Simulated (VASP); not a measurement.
# BaTiO3 in VASP: notebook

Runs on BaTiO3. Level: PBE. Tasks: relaxation of cell and atoms, single point.

All numbers are computed with VASP 6.6.1; they aren't measurements. Logs are shortened: lines on timing, memory, paths and dates and some standing lists are left out, and cuts for length are marked.

## (1) The cell of the first run

Symmetry: Pm-3m, No. 221, cubic system. The conventional cell has a = 3.859 Å, b = 3.859 Å, c = 3.859 Å, α = 90.00°, β = 90.00°, γ = 90.00°. Ba (site symmetry m-3m) has 12 O at 2.73 Å and 8 Ti at 3.34 Å within 3.6 Å. Within 2.6 Å of Ti (site symmetry m-3m) lie 6 O at 1.93 Å. Within 2.6 Å of O (site symmetry 4/mmm) lie 2 Ti at 1.93 Å.

## (2) Relaxation of cell and atoms, PBE, target pressure 25 GPa, at which the enthalpy is minimised

INCAR

```
PREC = Accurate
ENCUT = 600
EDIFF = 1E-6
ISMEAR = 0
SIGMA = 0.02
LREAL = F
LASPH = T
NELM = 100
ALGO = Normal
ISIF = 3
LWAVE = F
LCHARG = F
GGA = PE
IBRION = 2
NSW = 70
EDIFFG = -0.008
PSTRESS = 250.0
```

KPOINTS

```
Automatic mesh
0
Gamma
  8 8 8
```

POSCAR

```
BaTiO3
1.0
    3.8591926155      0.0000000000      0.0000000000
    0.0000000000      3.8591926155      0.0000000000
    0.0000000000      0.0000000000      3.8591926155
Ba Ti O
1 1 3
Direct
    0.5000000000      0.5000000000      0.5000000000
    0.0000000000      0.0000000000      0.0000000000
    0.5000000000      0.0000000000      0.0000000000
    0.0000000000      0.5000000000      0.0000000000
    0.0000000000      0.0000000000      0.5000000000
```

Potentials or basis: VASP PAW PBE potentials, release 64 (Ba_sv, Ti_sv, O).

Command:

```bash
$ cat potpaw_PBE.64/Ba_sv/POTCAR potpaw_PBE.64/Ti_sv/POTCAR potpaw_PBE.64/O/POTCAR > POTCAR
$ mpirun -np 1 vasp_std > vasp.out
```

OUTCAR:

```text
PREC = Accurate
   ENCUT = 600
   EDIFF = 1E-6
   ISMEAR = 0
   LREAL = F
   LASPH = T
   NELM = 100
   ISIF = 3
   GGA = PE
   IBRION = 2
   NSW = 70
   EDIFFG = -0.008
   PSTRESS = 250.0

 ion  position               nearest neighbor table
   1  0.500  0.500  0.500-   3 2.73   4 2.73   5 2.73   3 2.73   4 2.73   3 2.73   5 2.73   3 2.73
                             4 2.73   5 2.73   4 2.73   5 2.73   2 3.34   2 3.34   2 3.34   2 3.34
   2  0.000  0.000  0.000-   3 1.93   4 1.93   5 1.93   5 1.93   4 1.93   3 1.93   1 3.34   1 3.34
                             1 3.34   1 3.34   1 3.34   1 3.34   1 3.34   1 3.34
   3  0.500  0.000  0.000-   2 1.93   2 1.93   1 2.73   1 2.73   1 2.73   1 2.73
   4  0.000  0.500  0.000-   2 1.93   2 1.93   1 2.73   1 2.73   1 2.73   1 2.73
   5  0.000  0.000  0.500-   2 1.93   2 1.93   1 2.73   1 2.73   1 2.73   1 2.73

  LATTYP: Found a simple cubic cell.
 ALAT       =     3.8591926155

  Lattice vectors:

 A1 = (   3.8591926155,   0.0000000000,   0.0000000000)
 A2 = (   0.0000000000,   3.8591926155,   0.0000000000)
 A3 = (   0.0000000000,   0.0000000000,   3.8591926155)

Analysis of symmetry for initial positions (statically):
=====================================================================
 Subroutine PRICEL returns:
 Original cell was already a primitive cell.

 Routine SETGRP: Setting up the symmetry group for a
 simple cubic supercell.

 Subroutine GETGRP returns: Found 48 space group operations
[... 9 lines left out ...]

 Routine SETGRP: Setting up the symmetry group for a
 simple cubic supercell.

 Subroutine GETGRP returns: Found 48 space group operations
[... 11 lines left out ...]
                                     Primitive cell

  volume of cell :      57.4764

  direct lattice vectors                    reciprocal lattice vectors
     3.859192616  0.000000000  0.000000000     0.259121557  0.000000000  0.000000000
     0.000000000  3.859192616  0.000000000     0.000000000  0.259121557  0.000000000
     0.000000000  0.000000000  3.859192616     0.000000000  0.000000000  0.259121557

  length of vectors
     3.859192616  3.859192616  3.859192616     0.259121557  0.259121557  0.259121557

  position of ions in fractional coordinates (direct lattice)
     0.500000000  0.500000000  0.500000000
     0.000000000  0.000000000  0.000000000
     0.500000000  0.000000000  0.000000000
     0.000000000  0.500000000  0.000000000
     0.000000000  0.000000000  0.500000000

  ion indices of the primitive-cell ions
   primitive index   ion index
                 1           1
                 2           2
                 3           3
                 4           4
                 5           5

----------------------------------------------------------------------------------------

 KPOINTS: Automatic mesh

Automatic generation of k-mesh.
 Grid dimensions read from file:
 generate k-points for:    8    8    8

 Generating k-lattice:

  Cartesian coordinates                     Fractional coordinates (reciprocal lattice)
     0.032390195  0.000000000  0.000000000     0.125000000  0.000000000  0.000000000
     0.000000000  0.032390195  0.000000000     0.000000000  0.125000000  0.000000000
     0.000000000  0.000000000  0.032390195     0.000000000  0.000000000  0.125000000

  Length of vectors
     0.032390195  0.032390195  0.032390195

  Shift w.r.t. Gamma in fractional coordinates (k-lattice)
     0.000000000  0.000000000  0.000000000

 Subroutine IBZKPT returns following result:
 ===========================================

 Found     35 irreducible k-points:

 Following reciprocal coordinates:
            Coordinates               Weight
  0.000000  0.000000  0.000000      1.000000
  0.125000  0.000000  0.000000      6.000000
  0.250000  0.000000  0.000000      6.000000
  0.375000  0.000000  0.000000      6.000000
  0.500000  0.000000  0.000000      3.000000
  0.125000  0.125000  0.000000     12.000000
[... 16 lines left out ...]
  0.375000  0.375000  0.125000     24.000000
  0.500000  0.375000  0.125000     24.000000
 [... further k-points ...]
   k-points           NKPTS =     35   k-points in BZ     NKDIM =     35   number of bands    NBANDS=     24
   number of dos      NEDOS =    301   number of ions     NIONS =      5
   total plane-waves  NPLWV =  32768
   dimension x,y,z NGX =    32 NGY =   32 NGZ =   32
   dimension x,y,z NGXF=    64 NGYF=   64 NGZF=   64
   ions per type =               1   1   3
   NGX,Y,Z   is equivalent  to a cutoff of  13.78, 13.78, 13.78 a.u.
   NGXF,Y,Z  is equivalent  to a cutoff of  27.57, 27.57, 27.57 a.u.
 SYSTEM =  unknown system
   PREC   = accura    normal or accurate (medium, high low for compatibility)
   ISTART =      0    job   : 0-new  1-cont  2-samecut
   ICHARG =      2    charge: 1-file 2-atom 10-const
   ISPIN  =      1    spin polarized calculation?
   LNONCOLLINEAR =      F non collinear calculations
   LSORBIT =      F    spin-orbit coupling
   LASPH  =      T    aspherical Exc in radial PAW
   ENCUT  =  600.0 eV  44.10 Ry    6.64 a.u.   7.71  7.71  7.71*2*pi/ulx,y,z
   NELM   =    100;   NELMIN=  2; NELMDL= -5     # of ELM steps
   EDIFF  = 0.1E-05   stopping-criterion for ELM
   LREAL  =      F    real-space projection
   EDIFFG = -.8E-02   stopping-criterion for IOM
   NSW    =     70    number of steps for IOM
   IBRION =      2    ionic relax: 0-MD 1-quasi-New 2-CG
   NFREE  =      1    steps in history (QN), initial steepest desc. (CG)
   ISIF   =      3    stress and relaxation
   ISYM   =      2    0-nonsym 1-usesym 2-fastsym
   POTIM  = 0.5000    time-step for ionic-motion
   TEBEG  =    0.0;   TEEND  =   0.0 temperature during run
   PSTRESS=  250.0 pullay stress
   NELECT =      40.0000    total number of electrons
   NUPDOWN=      -1.0000    fix difference up-down
   EMIN   =  10.00;   EMAX   =-10.00  energy-range for DOS
   EFERMI =   0.00;   METHOD = LEGACY
   ISMEAR =     0;   SIGMA  =   0.02  broadening in eV -4-tet -1-fermi 0-gaus
   EFERMI_NEDOS =   21; number of points for ismear=-14 and -15
   IALGO  =     38    algorithm
   IMIX   =      4    mixing-type and parameters
     AMIX     =   0.40;   BMIX     =  1.00
     AMIX_MAG =   1.60;   BMIX_MAG =  1.00
  volume/ion in A,a.u.               =      11.50        77.57
  Fermi-wavevector in a.u.,A,eV,Ry     =   1.450769  2.741557 28.636614  2.104732
  Thomas-Fermi vector in A             =   2.568343
   LORBIT       =      0    0 simple, 1 ext, 2 COOP (PROOUT), +10 PAW based schemes
   GGA     = PE    functional components
   LHFCALC =     F    Hartree Fock is set to
   AEXX    =    0.0000 exact exchange contribution
   IVDW    =     0    specifies the selected vdW correction
   LEPSILON=     F    determine dielectric tensor
   LRPA    =     F    only Hartree local field effects (RPA)
 conjugate gradient relaxation of ions
 non-spin polarized calculation
 Gauss-broadening in eV      SIGMA  =   0.02
  energy-cutoff  :      600.00
  volume of cell :       57.48
 maximum number of plane-waves:      1936
 NGX is ok and might be reduce to    32
   NGX = 15   NGY = 15   NGZ = 15

--------------------------------------- Ionic step        1  -------------------------------------------

 number of electron      39.9999996 magnetization

 Free energy of the ion-electron system (eV)
  ---------------------------------------------------
  ext. energy  EPLUGINS =         0.00000000
  ---------------------------------------------------
  free energy    TOTEN  =       -39.33720373 eV

  energy without entropy =      -39.33720373  energy(sigma->0) =      -39.33720373

------------------------ aborting loop because EDIFF is reached ----------------------------------------

  FORCE on cell =-STRESS in cart. coord.  units (eV):
  Direction    XX          YY          ZZ          XY          YZ          ZX
  --------------------------------------------------------------------------------------
  -------------------------------------------------------------------------------------
  Total       10.2647636     10.2647636     10.2647636      0.0000000     -0.0000000     -0.0000000
  in kB      286.1344632    286.1344632    286.1344632      0.0000000     -0.0000000     -0.0000000
  external PRESSURE =      36.1344632 kB  Pullay stress =     250.0000000 kB
[... 67 lines left out ...]
  enthalpy is  TOTEN    =       -30.3491695403 eV   P V=        9.3092181413

--------------------------------------- Ionic step        3  -------------------------------------------

 number of electron      39.9999988 magnetization

 Free energy of the ion-electron system (eV)
  ---------------------------------------------------
  ext. energy  EPLUGINS =         0.00000000
  ---------------------------------------------------
  free energy    TOTEN  =       -39.46450948 eV

  energy without entropy =      -39.46450948  energy(sigma->0) =      -39.46450948

 E-fermi :   4.7103     XC(G=0): -11.7752

 val. band max:        4.6095994400   @ k =   0.5000   0.5000   0.5000
 cond. band min:       6.5410901850   @ k =   0.0000   0.0000   0.0000
 fundamental gap:      1.9314907450
 Fermi energy:         4.7103358769

 k-point     1 :       0.0000    0.0000    0.0000
  band No.  band energies     occupation
      1     -51.6102      2.00000
      2     -27.8823      2.00000
      3     -27.8823      2.00000
      4     -27.8823      2.00000
      5     -20.0209      2.00000
      6     -12.4820      2.00000
[... 637 lines left out ...]
     23       8.9848      0.00000
     24      10.6929      0.00000

 [... further k-points ...]
[... 5 lines left out ...]
  --------------------------------------------------------------------------------------
  -------------------------------------------------------------------------------------
  Total        9.0801794      9.0801794      9.0801794      0.0000000     -0.0000000      0.0000000
  in kB      249.8007726    249.8007726    249.8007726      0.0000000     -0.0000000      0.0000000
  external PRESSURE =      -0.1992274 kB  Pullay stress =     250.0000000 kB
[... 20 lines left out ...]
  FREE ENERGIE OF THE ION-ELECTRON SYSTEM (eV)
  ---------------------------------------------------
  free  energy   TOTEN  =       -39.4645094762 eV

  energy  without entropy=      -39.4645094762  energy(sigma->0) =      -39.46450948

  enthalpy is  TOTEN    =       -30.3770881901 eV   P V=        9.0874212860

 reached required accuracy - stopping structural energy minimisation
```

Run time: 95 s. Hardware: 1 thread of Intel Xeon 6975P-C, shared host; peak memory 0.23 GiB.

Results:

- Free energy: -39.4645 eV
- Relaxed volume: 11.65 Å³/atom
- Relaxed cell: a = 3.876 Å, b = 3.876 Å, c = 3.876 Å, α = 90.00°, β = 90.00°, γ = 90.00°
- Space group after relaxing (to 0.05 Å): Pm-3m (No. 221)
- Energy change on relaxing (the enthalpy is what falls): -25.5 meV/atom
- Ionic steps: 3
- Pressure after relaxing: 25.0 GPa
- Band gap on the k mesh: 1.93 eV, indirect (least direct gap 1.97 eV)

Step by step:
| step | energy change (eV) | largest force (eV/Å) | pressure (GPa) | volume (Å³) |
| --- | --- | --- | --- | --- |
| 1 | 0.0000 | 0.0000 | 28.61 | 57.48 |
| 2 | -0.3212 | 0.0000 | 18.86 | 59.66 |
| 3 | -0.1273 | 0.0000 | 24.98 | 58.24 |

Final structure:
```
Ba Ti O
1.0
     3.87618    0.00000    0.00000
     0.00000    3.87618    0.00000
     0.00000    0.00000    3.87618
Ba Ti O
1 1 3
Direct
  0.50000 0.50000 0.50000
  0.00000 0.00000 0.00000
  0.50000 0.00000 0.00000
  0.00000 0.50000 0.00000
  0.00000 0.00000 0.50000
```

Levels at points of the mesh, in eV from the valence-band top:
| k point | band 16 | band 17 | band 18 | band 19 | band 20 | band 21 | band 22 | band 23 | band 24 |
| --- | --- | --- | --- | --- | --- | --- | --- | --- | --- |
| (0.00, 0.00, 0.00) | -1.25 | -1.25 | -0.04 | -0.04 | -0.04 | 1.93 | 1.93 | 1.93 | 4.58 |
| (0.50, 0.00, 0.00) | -2.06 | -1.93 | -1.93 | -0.70 | -0.70 | 2.14 | 3.99 | 3.99 | 4.61 |
| (0.50, 0.50, 0.00) | -3.05 | -1.66 | -0.79 | -0.79 | -0.11 | 4.00 | 4.00 | 4.45 | 5.60 |
| (0.50, 0.50, 0.50) | -2.33 | -2.33 | 0.00 | 0.00 | 0.00 | 4.79 | 4.79 | 4.79 | 7.18 |

Caveat: the cell is relaxed towards a set pressure, so the enthalpy falls and the energy may rise; spin-orbit coupling is left out, which moves the levels of the heavy elements.

(Continued in part 2 of 2.)
